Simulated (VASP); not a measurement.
# Ge2I (Fd-3m) in VASP: relaxation of cell and atoms with PBE

Aim: the relaxation of cell and atoms of Ge2I with PBE.

All numbers are computed with VASP 6.6.1; they aren't measurements. Logs are shortened: lines on timing, memory, paths and dates and some standing lists are left out, and cuts for length are marked.

**1. The cell of the first run**

Symmetry: Fd-3m, No. 227, cubic system. The conventional cell has a = 8.570 Å, b = 8.570 Å, c = 8.570 Å, α = 90.00°, β = 90.00°, γ = 90.00°. Ge (site symmetry -3m) has 6 Ge at 3.03 Å and 6 I at 3.55 Å within 4.0 Å. Within 4.7 Å of I (site symmetry -43m) lie 12 Ge at 3.55 Å and 4 I at 3.71 Å.

**2. Relaxation of cell and atoms, PBE**

INCAR

```
SYSTEM = Ge2I
  PREC = Accurate
  ENCUT = 600
  EDIFF = 1E-6
  ISMEAR = 0
  SIGMA = 0.1
  LREAL = .False.
  LASPH = .True.
  NELM = 60
  ALGO = Normal
  ISIF = 3
  LWAVE = .False.
  LCHARG = .False.
  GGA = PE
  IBRION = 2
  NSW = 100
  EDIFFG = -0.01
```

KPOINTS

```
Automatic mesh
0
Gamma
  8 8 8
  0 0 0
```

POSCAR

```
Ge2I
1.0
    0.0000000000      4.2847584430      4.2847584430
    4.2847584430      0.0000000000      4.2847584430
    4.2847584430      4.2847584430      0.0000000000
Ge I
4 2
Direct
    0.6250000000      0.6250000000      0.6250000000
    0.1250000000      0.6250000000      0.6250000000
    0.6250000000      0.6250000000      0.1250000000
    0.6250000000      0.1250000000      0.6250000000
    0.0000000000      0.0000000000      0.0000000000
    0.2500000000      0.2500000000      0.2500000000
```

Potentials or basis: VASP PAW PBE potentials, release 64 (Ge_d, I).

On the command line:

```console
cat potpaw_PBE.64/Ge_d/POTCAR potpaw_PBE.64/I/POTCAR > POTCAR
mpirun -np 1 vasp_std > vasp.out
```

OUTCAR:

```text
SYSTEM = Ge2I
   PREC = Accurate
   ENCUT = 600
   EDIFF = 1E-6
   ISMEAR = 0
   LREAL = .False.
   LASPH = .True.
   NELM = 60
   ISIF = 3
   GGA = PE
   IBRION = 2
   NSW = 100
   EDIFFG = -0.01

 ion  position               nearest neighbor table
   1  0.625  0.625  0.625-
   2  0.125  0.625  0.625-
   3  0.625  0.625  0.125-
   4  0.625  0.125  0.625-
   5  0.000  0.000  0.000-
   6  0.250  0.250  0.250-

  LATTYP: Found a face centered cubic cell.
 ALAT       =     8.5695168860

  Lattice vectors:

 A1 = (   0.0000000000,   4.2847584430,   4.2847584430)
 A2 = (   4.2847584430,   0.0000000000,   4.2847584430)
 A3 = (   4.2847584430,   4.2847584430,   0.0000000000)

Analysis of symmetry for initial positions (statically):
=====================================================================
 Subroutine PRICEL returns:
 Original cell was already a primitive cell.

 Routine SETGRP: Setting up the symmetry group for a
 face centered cubic supercell.

 Subroutine GETGRP returns: Found 48 space group operations
 (whereof 24 operations were pure point group operations)
 out of a pool of 48 trial point group operations.

The static configuration has the point symmetry T_d .
 The point group associated with its full space group is O_h .

Analysis of symmetry for dynamics (positions and initial velocities):
=====================================================================
 Subroutine PRICEL returns:
 Original cell was already a primitive cell.

 Routine SETGRP: Setting up the symmetry group for a
 face centered cubic supercell.

 Subroutine GETGRP returns: Found 48 space group operations
 (whereof 24 operations were pure point group operations)
 out of a pool of 48 trial point group operations.

The dynamic configuration has the point symmetry T_d .
 The point group associated with its full space group is O_h .

 Subroutine INISYM returns: Found 48 space group operations
 (whereof 24 operations are pure point group operations),
 and found     1 'primitive' translations

----------------------------------------------------------------------------------------

                                     Primitive cell

  volume of cell :     157.3291

  direct lattice vectors                    reciprocal lattice vectors
     0.000000000  4.284758443  4.284758443    -0.116692693  0.116692693  0.116692693
     4.284758443  0.000000000  4.284758443     0.116692693 -0.116692693  0.116692693
     4.284758443  4.284758443  0.000000000     0.116692693  0.116692693 -0.116692693

  length of vectors
     6.059563502  6.059563502  6.059563502     0.202117673  0.202117673  0.202117673

  position of ions in fractional coordinates (direct lattice)
     0.625000000  0.625000000  0.625000000
     0.125000000  0.625000000  0.625000000
     0.625000000  0.625000000  0.125000000
     0.625000000  0.125000000  0.625000000
     0.000000000  0.000000000  0.000000000
     0.250000000  0.250000000  0.250000000

  ion indices of the primitive-cell ions
   primitive index   ion index
                 1           1
                 2           2
                 3           3
                 4           4
                 5           5
                 6           6

----------------------------------------------------------------------------------------

 KPOINTS: Automatic mesh

Automatic generation of k-mesh.
 Grid dimensions read from file:
 generate k-points for:    8    8    8

 Generating k-lattice:

  Cartesian coordinates                     Fractional coordinates (reciprocal lattice)
    -0.014586587  0.014586587  0.014586587     0.125000000  0.000000000  0.000000000
     0.014586587 -0.014586587  0.014586587     0.000000000  0.125000000  0.000000000
     0.014586587  0.014586587 -0.014586587     0.000000000  0.000000000  0.125000000

  Length of vectors
     0.025264709  0.025264709  0.025264709

  Shift w.r.t. Gamma in fractional coordinates (k-lattice)
     0.000000000  0.000000000  0.000000000

 Subroutine IBZKPT returns following result:
 ===========================================

 Found     29 irreducible k-points:

 Following reciprocal coordinates:
            Coordinates               Weight
  0.000000  0.000000  0.000000      1.000000
  0.125000  0.000000  0.000000      8.000000
  0.250000  0.000000  0.000000      8.000000
  0.375000  0.000000  0.000000      8.000000
  0.500000  0.000000  0.000000      4.000000
  0.125000  0.125000  0.000000      6.000000
[... 16 lines left out ...]
  0.500000  0.250000  0.125000     48.000000
 -0.375000  0.250000  0.125000     24.000000
 [... further k-points ...]
   k-points           NKPTS =     29   k-points in BZ     NKDIM =     29   number of bands    NBANDS=     42
   number of dos      NEDOS =    301   number of ions     NIONS =      6
   total plane-waves  NPLWV = 110592
   dimension x,y,z NGX =    48 NGY =   48 NGZ =   48
   dimension x,y,z NGXF=    96 NGYF=   96 NGZF=   96
   ions per type =               4   2
   NGX,Y,Z   is equivalent  to a cutoff of  13.17, 13.17, 13.17 a.u.
   NGXF,Y,Z  is equivalent  to a cutoff of  26.34, 26.34, 26.34 a.u.
 SYSTEM =  Ge2I
   PREC   = accura    normal or accurate (medium, high low for compatibility)
   ISTART =      0    job   : 0-new  1-cont  2-samecut
   ICHARG =      2    charge: 1-file 2-atom 10-const
   ISPIN  =      1    spin polarized calculation?
   LNONCOLLINEAR =      F non collinear calculations
   LSORBIT =      F    spin-orbit coupling
   LASPH  =      T    aspherical Exc in radial PAW
   ENCUT  =  600.0 eV  44.10 Ry    6.64 a.u.  12.10 12.10 12.10*2*pi/ulx,y,z
   NELM   =     60;   NELMIN=  2; NELMDL= -5     # of ELM steps
   EDIFF  = 0.1E-05   stopping-criterion for ELM
   LREAL  =      F    real-space projection
   EDIFFG = -.1E-01   stopping-criterion for IOM
   NSW    =    100    number of steps for IOM
   IBRION =      2    ionic relax: 0-MD 1-quasi-New 2-CG
   NFREE  =      1    steps in history (QN), initial steepest desc. (CG)
   ISIF   =      3    stress and relaxation
   ISYM   =      2    0-nonsym 1-usesym 2-fastsym
   POTIM  = 0.5000    time-step for ionic-motion
   TEBEG  =    0.0;   TEEND  =   0.0 temperature during run
   PSTRESS=    0.0 pullay stress
   NELECT =      70.0000    total number of electrons
   NUPDOWN=      -1.0000    fix difference up-down
   EMIN   =  10.00;   EMAX   =-10.00  energy-range for DOS
   EFERMI =   0.00;   METHOD = LEGACY
   ISMEAR =     0;   SIGMA  =   0.10  broadening in eV -4-tet -1-fermi 0-gaus
   EFERMI_NEDOS =   21; number of points for ismear=-14 and -15
   IALGO  =     38    algorithm
   IMIX   =      4    mixing-type and parameters
     AMIX     =   0.40;   BMIX     =  1.00
     AMIX_MAG =   1.60;   BMIX_MAG =  1.00
  volume/ion in A,a.u.               =      26.22       176.95
  Fermi-wavevector in a.u.,A,eV,Ry     =   1.249792  2.361765 21.252038  1.561981
  Thomas-Fermi vector in A             =   2.383816
   LORBIT       =      0    0 simple, 1 ext, 2 COOP (PROOUT), +10 PAW based schemes
   GGA     = PE    functional components
   LHFCALC =     F    Hartree Fock is set to
   AEXX    =    0.0000 exact exchange contribution
   IVDW    =     0    specifies the selected vdW correction
   LEPSILON=     F    determine dielectric tensor
   LRPA    =     F    only Hartree local field effects (RPA)
 conjugate gradient relaxation of ions
 non-spin polarized calculation
 Gauss-broadening in eV      SIGMA  =   0.10
  energy-cutoff  :      600.00
  volume of cell :      157.33
 maximum number of plane-waves:      5297
   NGX = 25   NGY = 25   NGZ = 25

--------------------------------------- Ionic step        1  -------------------------------------------

 number of electron      70.0000055 magnetization

 Free energy of the ion-electron system (eV)
  ---------------------------------------------------
  ext. energy  EPLUGINS =         0.00000000
  ---------------------------------------------------
  free energy    TOTEN  =       -18.33623191 eV

  energy without entropy =      -18.31036764  energy(sigma->0) =      -18.32329978

 E-fermi :   5.4532     XC(G=0):  -9.9631

 val. band max:        5.4480067961   @ k =  -0.2500   0.3750   0.1250
 cond. band min:       5.5213482199   @ k =  -0.2500   0.2500   0.0000
 fundamental gap:      0.0733414238
 Fermi energy:         5.4531739500

 k-point     1 :       0.0000    0.0000    0.0000
  band No.  band energies     occupation
      1     -19.4946      2.00000
      2     -19.4946      2.00000
      3     -19.4861      2.00000
      4     -19.4861      2.00000
      5     -19.4861      2.00000
      6     -19.4722      2.00000
[... 34 lines left out ...]
     41      10.0892      0.00000
     42      11.4015      0.00000
[... 1088 lines left out ...]
 VOLUME and BASIS-vectors are now :
 -----------------------------------------------------------------------------
  energy-cutoff  :      600.00
  volume of cell :      149.92
      direct lattice vectors                 reciprocal lattice vectors
     0.000000000  4.216388715  4.216388715    -0.118584892  0.118584892  0.118584892
     4.216388715 -0.000000000  4.216388715     0.118584892 -0.118584892  0.118584892
     4.216388715  4.216388715 -0.000000000     0.118584892  0.118584892 -0.118584892

 POSITION                                       TOTAL-FORCE (eV/Angst)
 -----------------------------------------------------------------------------------
      5.27049      5.27049      5.27049        -0.000000      0.000000      0.000000
      5.27049      3.16229      3.16229        -0.000000      0.000000      0.000000
      3.16229      3.16229      5.27049         0.000000      0.000000      0.000000
      3.16229      5.27049      3.16229        -0.000000      0.000000      0.000000
      4.21639      4.21639     -0.00000         0.000000      0.000000      0.000000
      2.10819      2.10819      2.10819        -0.000000     -0.000000     -0.000000
 -----------------------------------------------------------------------------------
    total drift:                                0.000000      0.000000      0.000000

  FREE ENERGIE OF THE ION-ELECTRON SYSTEM (eV)
  ---------------------------------------------------
  free  energy   TOTEN  =       -18.3963936168 eV

  energy  without entropy=      -18.3704812858  energy(sigma->0) =      -18.38343745

--------------------------------------- Ionic step        3  -------------------------------------------

 number of electron      69.9999968 magnetization

 Free energy of the ion-electron system (eV)
  ---------------------------------------------------
  ext. energy  EPLUGINS =         0.00000000
  ---------------------------------------------------
  free energy    TOTEN  =       -18.39800692 eV

  energy without entropy =      -18.37197229  energy(sigma->0) =      -18.38498960

 E-fermi :   6.0624     XC(G=0): -10.2339

 val. band max:        6.0397636245   @ k =  -0.3750   0.3750   0.1250
 cond. band min:       6.0665831668   @ k =  -0.2500   0.3750   0.1250
 fundamental gap:      0.0268195423
 Fermi energy:         6.0624187240

 k-point     1 :       0.0000    0.0000    0.0000
  band No.  band energies     occupation
      1     -18.8555      2.00000
      2     -18.8555      2.00000
      3     -18.8420      2.00000
      4     -18.8415      2.00000
      5     -18.8414      2.00000
      6     -18.8414      2.00000
[... 34 lines left out ...]
     41      10.9583      0.00000
     42      12.2003      0.00000
[... 1042 lines left out ...]
  --------------------------------------------------------------------------------------
  -------------------------------------------------------------------------------------
  Total        0.0206306      0.0206306      0.0206306      0.0000000      0.0000000      0.0000000
  in kB        0.2225536      0.2225536      0.2225536      0.0000000      0.0000000      0.0000000
  external PRESSURE =       0.2225536 kB  Pullay stress =       0.0000000 kB

 VOLUME and BASIS-vectors are now :
 -----------------------------------------------------------------------------
  energy-cutoff  :      600.00
  volume of cell :      148.52
      direct lattice vectors                 reciprocal lattice vectors
     0.000000000  4.203255775  4.203255775    -0.118955407  0.118955407  0.118955407
     4.203255775 -0.000000000  4.203255775     0.118955407 -0.118955407  0.118955407
     4.203255775  4.203255775 -0.000000000     0.118955407  0.118955407 -0.118955407

 POSITION                                       TOTAL-FORCE (eV/Angst)
 -----------------------------------------------------------------------------------
      5.25407      5.25407      5.25407        -0.000000     -0.000000      0.000000
      5.25407      3.15244      3.15244        -0.000000     -0.000000      0.000000
      3.15244      3.15244      5.25407        -0.000000     -0.000000      0.000000
      3.15244      5.25407      3.15244        -0.000000     -0.000000      0.000000
      0.00000      0.00000      0.00000        -0.000000     -0.000000     -0.000000
      2.10163      2.10163      2.10163         0.000000      0.000000      0.000000
 -----------------------------------------------------------------------------------
    total drift:                                0.000000      0.000000      0.000000

  FREE ENERGIE OF THE ION-ELECTRON SYSTEM (eV)
  ---------------------------------------------------
  free  energy   TOTEN  =       -18.3980069176 eV

  energy  without entropy=      -18.3719722854  energy(sigma->0) =      -18.38498960

 reached required accuracy - stopping structural energy minimisation
```

Wall time 20 min (1 thread of Intel Xeon 8259CL, shared host); peak memory 0.46 GiB.

What came out:

```
Free energy                           : -18.3980 eV
Relaxed volume                        : 24.75 Å³/atom
Relaxed cell                          : a = 5.944 Å, b = 5.944 Å, c = 5.944 Å, α = 60.00°, β = 60.00°, γ = 60.00°
Space group after relaxing (to 0.1 Å) : Fd-3m (No. 227)
Energy gained by relaxing             : 10.3 meV/atom
Ionic steps                           : 3
Pressure after relaxing               : 0.0 GPa
Band gap on the k mesh                : zero (bands 35 and 36 overlap by 1.20 eV)
```

Step by step:
```
step  energy change (eV)  largest force (eV/Å)  pressure (GPa)  volume (Å³)
   1              0.0000                0.0000           -2.02       157.33
   2             -0.0602                0.0000           -0.42       149.92
   3             -0.0618                0.0000            0.02       148.52
```

Final structure:
```xyz
6
Lattice="0.0000 4.2033 4.2033 4.2033 0.0000 4.2033 4.2033 4.2033 0.0000" Properties=species:S:1:pos:R:3 pbc="T T T"
Ge    5.2541    5.2541    5.2541
Ge    5.2541    3.1524    3.1524
Ge    3.1524    3.1524    5.2541
Ge    3.1524    5.2541    3.1524
I     0.0000    0.0000    0.0000
I     2.1016    2.1016    2.1016
```

Caveat: spin-orbit coupling is left out, which moves the levels of the heavy elements.

The gap in the log of VASP goes by the Fermi energy; the results here count the filled bands.